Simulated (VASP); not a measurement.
Write the native input for VASP 6.6.1 that does the following.

* Task: electric field gradients
* Functional: PBE
* Potentials or basis: VASP PAW PBE potentials, release 64 (Hg, Te)
* Cutoff: 520 eV
* k mesh: 11 × 11 × 11
* Occupations: fermi-dirac, width 0.03 eV
* Spin: no spin polarisation
* Dipole correction: no
* Further INCAR settings: ALGO = Normal; EDIFF = 1e-08; NBANDS = 16

The structure of HgTe lies in POSCAR:

```
HgTe
1.0
    0.0000000000      3.2448483043      3.2448483043
    3.2448483043      0.0000000000      3.2448483043
    3.2448483043      3.2448483043      0.0000000000
Hg Te
1 1
Direct
    0.0000000000      0.0000000000      0.0000000000
    0.7500000000      0.7500000000      0.7500000000
```

The input as run:

INCAR

```
  PREC = Accurate
  ENCUT = 520
  EDIFF = 1E-8
  ISMEAR = -1
  SIGMA = 0.03
  LREAL = F
  LASPH = T
  NELM = 60
  ALGO = Normal
  ISIF = 2
  LWAVE = F
  LCHARG = F
  GGA = PE
  LEFG = T
  NBANDS = 16
```

KPOINTS

```
regular mesh
0
Gamma
  11 11 11
```

Potentials or basis: VASP PAW PBE potentials, release 64 (Hg, Te).

Launch:

```sh
$ cat potpaw_PBE.64/Hg/POTCAR potpaw_PBE.64/Te/POTCAR > POTCAR
$ mpirun -np 1 vasp_std > vasp.out
```

It gave:

* Pressure: 3.1 GPa
* Band gap on the k mesh: zero (filled and empty bands touch)
* Largest electric field gradient by atom: under 0.05 V/Å² on every atom

Caveat: the cell stands under pressure; semilocal functionals underestimate gaps, and a narrow one can read as zero; spin-orbit coupling is left out, which moves the levels of the heavy elements.

Wall time 2.3 min on 1 thread of Intel Xeon 8259CL, on a shared host, peak memory 0.24 GiB.
